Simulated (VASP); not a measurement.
# Re (P6_3/mmc) in VASP: notebook

Re is run at these levels: PBEsol; tasks: electric field gradients.

Everything below comes from runs of VASP 6.6.1. Logs are shortened: lines on timing, memory, paths and dates and some standing lists are left out, and cuts for length are marked.

## 1. The cell of the first run

It takes space group P6_3/mmc (No. 194, hexagonal). Conventional cell: a = 2.612 Å, b = 2.612 Å, c = 4.176 Å, α = 90.00°, β = 90.00°, γ = 120.00°. Within 3.4 Å of Re (site symmetry -6m2) lie 12 Re at 2.58 to 2.61 Å.

## 2. Electric field gradients, PBEsol (12.33 Å³/atom)

Contents of INCAR:

```
PREC = Accurate
ENCUT = 520
EDIFF = 1E-8
ISMEAR = -1
SIGMA = 0.05
LREAL = False
LASPH = True
NELM = 80
ALGO = Normal
ISIF = 2
LWAVE = False
LCHARG = False
GGA = PS
LEFG = True
NBANDS = 14
```

Contents of KPOINTS:

```
Automatic mesh
0
Gamma
  18 18 10
```

Contents of POSCAR:

```
Re
1.0
    2.6115486478      0.0000000000      0.0000000000
   -1.3057743239      2.2616674722      0.0000000000
    0.0000000000      0.0000000000      4.1758273441
Re
2
Direct
    0.3333333333      0.6666666667      0.2500000000
    0.6666666667      0.3333333333      0.7500000000
```

Potentials or basis: VASP PAW PBE potentials, release 64 (Re).

Launch:

```bash
$ cat potpaw_PBE.64/Re/POTCAR > POTCAR
$ mpirun -np 1 vasp_std > vasp.out
```

OUTCAR:

```text
PREC = Accurate
   ENCUT = 520
   EDIFF = 1E-8
   ISMEAR = -1
   LREAL = False
   LASPH = True
   NELM = 80
   ISIF = 2
   GGA = PS

 ion  position               nearest neighbor table
   1  0.333  0.667  0.250-   2 2.58   2 2.58   2 2.58   2 2.58   2 2.58   2 2.58
   2  0.667  0.333  0.750-   1 2.58   1 2.58   1 2.58   1 2.58   1 2.58   1 2.58

  LATTYP: Found a hexagonal cell.
 ALAT       =     2.6115486478
 C/A-ratio  =     1.5989850879

  Lattice vectors:

 A1 = (   2.6115486478,   0.0000000000,   0.0000000000)
 A2 = (  -1.3057743239,   2.2616674722,   0.0000000000)
 A3 = (   0.0000000000,   0.0000000000,   4.1758273441)

Analysis of symmetry for initial positions (statically):
=====================================================================
 Subroutine PRICEL returns:
 Original cell was already a primitive cell.

 Routine SETGRP: Setting up the symmetry group for a
 hexagonal supercell.

 Subroutine GETGRP returns: Found 24 space group operations
 (whereof 12 operations were pure point group operations)
 out of a pool of 24 trial point group operations.

The static configuration has the point symmetry D_3d.
 The point group associated with its full space group is D_6h.

Analysis of symmetry for dynamics (positions and initial velocities):
=====================================================================
 Subroutine PRICEL returns:
 Original cell was already a primitive cell.

 Routine SETGRP: Setting up the symmetry group for a
 hexagonal supercell.

 Subroutine GETGRP returns: Found 24 space group operations
 (whereof 12 operations were pure point group operations)
 out of a pool of 24 trial point group operations.

The dynamic configuration has the point symmetry D_3d.
 The point group associated with its full space group is D_6h.

 Subroutine INISYM returns: Found 24 space group operations
 (whereof 12 operations are pure point group operations),
 and found     1 'primitive' translations

----------------------------------------------------------------------------------------

                                     Primitive cell

  volume of cell :      24.6643

  direct lattice vectors                    reciprocal lattice vectors
     2.611548648  0.000000000  0.000000000     0.382914559  0.221075824  0.000000000
    -1.305774324  2.261667472  0.000000000     0.000000000  0.442151648  0.000000000
     0.000000000  0.000000000  4.175827344     0.000000000  0.000000000  0.239473503

  length of vectors
     2.611548648  2.611548648  4.175827344     0.442151648  0.442151648  0.239473503

  position of ions in fractional coordinates (direct lattice)
     0.333333333  0.666666667  0.250000000
     0.666666667  0.333333333  0.750000000

  ion indices of the primitive-cell ions
   primitive index   ion index
                 1           1
                 2           2

----------------------------------------------------------------------------------------

 KPOINTS: Automatic mesh

Automatic generation of k-mesh.
 Grid dimensions read from file:
 generate k-points for:   18   18   10

 Generating k-lattice:

  Cartesian coordinates                     Fractional coordinates (reciprocal lattice)
     0.021273031  0.012281990  0.000000000     0.055555556 -0.000000000  0.000000000
     0.000000000  0.024563980  0.000000000     0.000000000  0.055555556  0.000000000
     0.000000000  0.000000000  0.023947350     0.000000000  0.000000000  0.100000000

  Length of vectors
     0.024563980  0.024563980  0.023947350

  Shift w.r.t. Gamma in fractional coordinates (k-lattice)
     0.000000000  0.000000000  0.000000000

 Subroutine IBZKPT returns following result:
 ===========================================

 Found    222 irreducible k-points:
[... 35 lines left out ...]
   NGXF,Y,Z  is equivalent  to a cutoff of  25.46, 25.46, 25.48 a.u.
 SYSTEM =  unknown system
   PREC   = accura    normal or accurate (medium, high low for compatibility)
   ISTART =      0    job   : 0-new  1-cont  2-samecut
   ICHARG =      2    charge: 1-file 2-atom 10-const
   ISPIN  =      1    spin polarized calculation?
   LNONCOLLINEAR =      F non collinear calculations
   LSORBIT =      F    spin-orbit coupling
   LASPH  =      T    aspherical Exc in radial PAW
   ENCUT  =  520.0 eV  38.22 Ry    6.18 a.u.   4.86  4.86  7.76*2*pi/ulx,y,z
   NELM   =     80;   NELMIN=  2; NELMDL= -5     # of ELM steps
   EDIFF  = 0.1E-07   stopping-criterion for ELM
   LREAL  =      F    real-space projection
   EDIFFG = 0.1E-06   stopping-criterion for IOM
   NSW    =      0    number of steps for IOM
   IBRION =     -1    ionic relax: 0-MD 1-quasi-New 2-CG
   NFREE  =      0    steps in history (QN), initial steepest desc. (CG)
   ISIF   =      2    stress and relaxation
   ISYM   =      2    0-nonsym 1-usesym 2-fastsym
   POTIM  = 0.5000    time-step for ionic-motion
   TEBEG  =    0.0;   TEEND  =   0.0 temperature during run
   PSTRESS=    0.0 pullay stress
   NELECT =      14.0000    total number of electrons
   NUPDOWN=      -1.0000    fix difference up-down
   EMIN   =  10.00;   EMAX   =-10.00  energy-range for DOS
   EFERMI =   0.00;   METHOD = LEGACY
   ISMEAR =    -1;   SIGMA  =   0.05  broadening in eV -4-tet -1-fermi 0-gaus
   EFERMI_NEDOS =   21; number of points for ismear=-14 and -15
   IALGO  =     38    algorithm
   IMIX   =      4    mixing-type and parameters
     AMIX     =   0.40;   BMIX     =  1.00
     AMIX_MAG =   1.60;   BMIX_MAG =  1.00
  volume/ion in A,a.u.               =      12.33        83.22
  Fermi-wavevector in a.u.,A,eV,Ry     =   1.355484  2.561493 24.998483  1.837337
  Thomas-Fermi vector in A             =   2.482568
   LORBIT       =      0    0 simple, 1 ext, 2 COOP (PROOUT), +10 PAW based schemes
   GGA     = PS    functional components
   LHFCALC =     F    Hartree Fock is set to
   AEXX    =    0.0000 exact exchange contribution
   IVDW    =     0    specifies the selected vdW correction
   LEPSILON=     F    determine dielectric tensor
   LRPA    =     F    only Hartree local field effects (RPA)
 non-spin polarized calculation
  energy-cutoff  :      520.00
  volume of cell :       24.66
 maximum number of plane-waves:       699
 NGX is ok and might be reduce to    20
   NGX =  9   NGY =  9   NGZ = 15

 number of electron      14.0000001 magnetization

 Free energy of the ion-electron system (eV)
  ---------------------------------------------------
  ext. energy  EPLUGINS =         0.00000000
  ---------------------------------------------------
  free energy    TOTEN  =       -25.59172589 eV

  energy without entropy =      -25.58070265  energy(sigma->0) =      -25.58621427

 E-fermi :  10.0577     XC(G=0): -14.8007

 val. band max:       10.0384356515   @ k =   0.0556   0.0556   0.1000
 cond. band min:      10.0586340311   @ k =   0.1667   0.0556   0.2000
 fundamental gap:      0.0201983796
 Fermi energy:        10.0577070154

 k-point     1 :       0.0000    0.0000    0.0000
  band No.  band energies     occupation
      1      -1.0428      2.00000
      2       1.9974      2.00000
      3       7.8936      2.00000
      4       7.8936      2.00000
      5       8.0999      2.00000
      6       9.0468      2.00000
      7       9.0468      2.00000
      8      10.1136      0.49298
      9      10.1136      0.49298
     10      11.3811      0.00000
     11      14.2906      0.00000
     12      14.2906      0.00000
     13      22.6265      0.00000
     14      24.3495      0.00000
[... 377 lines left out ...]
      1       3.0334      2.00000
      2       3.5022      2.00000
      3       3.5647      2.00000
      4       7.2457      2.00000
      5       7.5808      2.00000
      6       8.4920      2.00000
      7       9.3975      2.00000
      8      14.1912      0.00000
      9      14.8965      0.00000
     10      15.4799      0.00000
     11      17.3223      0.00000
     12      20.5877      0.00000
     13      22.4328      0.00000
     14      23.0337      0.00000

 [... further k-points ...]

------------------------ aborting loop because EDIFF is reached ----------------------------------------

  FORCE on cell =-STRESS in cart. coord.  units (eV):
  Direction    XX          YY          ZZ          XY          YZ          ZX
  --------------------------------------------------------------------------------------
  -------------------------------------------------------------------------------------
  Total       14.3207623     14.3207623     15.5583711      0.0000000      0.0000000      0.0000000
  in kB      930.2663532    930.2663532   1010.6605210      0.0000000      0.0000000      0.0000000
  external PRESSURE =     957.0644091 kB  Pullay stress =       0.0000000 kB

 VOLUME and BASIS-vectors are now :
 -----------------------------------------------------------------------------
  energy-cutoff  :      520.00
  volume of cell :       24.66
      direct lattice vectors                 reciprocal lattice vectors
     2.611548648  0.000000000  0.000000000     0.382914559  0.221075824  0.000000000
    -1.305774324  2.261667472  0.000000000     0.000000000  0.442151648  0.000000000
     0.000000000  0.000000000  4.175827344     0.000000000  0.000000000  0.239473503

 POSITION                                       TOTAL-FORCE (eV/Angst)
 -----------------------------------------------------------------------------------
     -0.00000      1.50778      1.04396        -0.000000      0.000000      0.000000
      1.30577      0.75389      3.13187         0.000000     -0.000000      0.000000
 -----------------------------------------------------------------------------------
    total drift:                                0.000000     -0.000000     -0.000000

  FREE ENERGIE OF THE ION-ELECTRON SYSTEM (eV)
  ---------------------------------------------------
  free  energy   TOTEN  =       -25.5917258853 eV

  energy  without entropy=      -25.5807026485  energy(sigma->0) =      -25.58621427

 Electric field gradients (V/A^2)
---------------------------------------------------------------------
 ion       V_xx      V_yy      V_zz      V_xy      V_xz      V_yz
---------------------------------------------------------------------
   1      54.135    54.136  -108.271     0.000     0.000    -0.000
   2      54.135    54.136  -108.271     0.000    -0.000     0.000
---------------------------------------------------------------------

 Electric field gradients after diagonalization (V/A^2)
 (convention: |V_zz| > |V_xx| > |V_yy|)
----------------------------------------------------------------------
 ion       V_xx      V_yy      V_zz     asymmetry (V_yy - V_xx)/ V_zz
----------------------------------------------------------------------
   1      54.136    54.135  -108.271       0.000
   2      54.136    54.135  -108.271       0.000
----------------------------------------------------------------------

           NMR quadrupolar parameters

 Cq : quadrupolar parameter    Cq=e*Q*V_zz/h
 eta: asymmetry parameters     (V_yy - V_xx)/ V_zz
 Q  : nuclear electric quadrupole moment in mb (millibarn)
----------------------------------------------------------------------
 ion       Cq(MHz)       eta       Q (mb)
----------------------------------------------------------------------
   1      -0.262       0.000       1.000
   2      -0.262       0.000       1.000
----------------------------------------------------------------------
```

Run time: 2 min. Hardware: 1 thread of Intel Xeon 8259CL, shared host; peak memory 0.19 GiB.

What came out:

```
Free energy                             : -25.5917 eV
Pressure                                : 95.7 GPa
Band gap on the k mesh                  : zero (bands 7 and 8 overlap by 4.54 eV)
Largest electric field gradient by atom : Re -108.3 V/Å²
```

Electric field gradients, principal values (V/Å²):
| atom | least | middle | greatest (by size) |
| --- | --- | --- | --- |
| 1 Re | 54.135 | 54.136 | -108.271 |
| 2 Re | 54.135 | 54.136 | -108.271 |

Caveat: the stress differs along the axes, from 93 to 101 GPa; without QUAD_EFG the Cq values of the log hold for a quadrupole moment of 1 mb, not for the nuclei; the PAW data sets were made with another functional, which shifts forces and pressure a little; spin-orbit coupling is left out, which moves the levels of the heavy elements.

[end of part 1 of 2]

The gap in the log of VASP goes by the Fermi energy; the results here count the filled bands.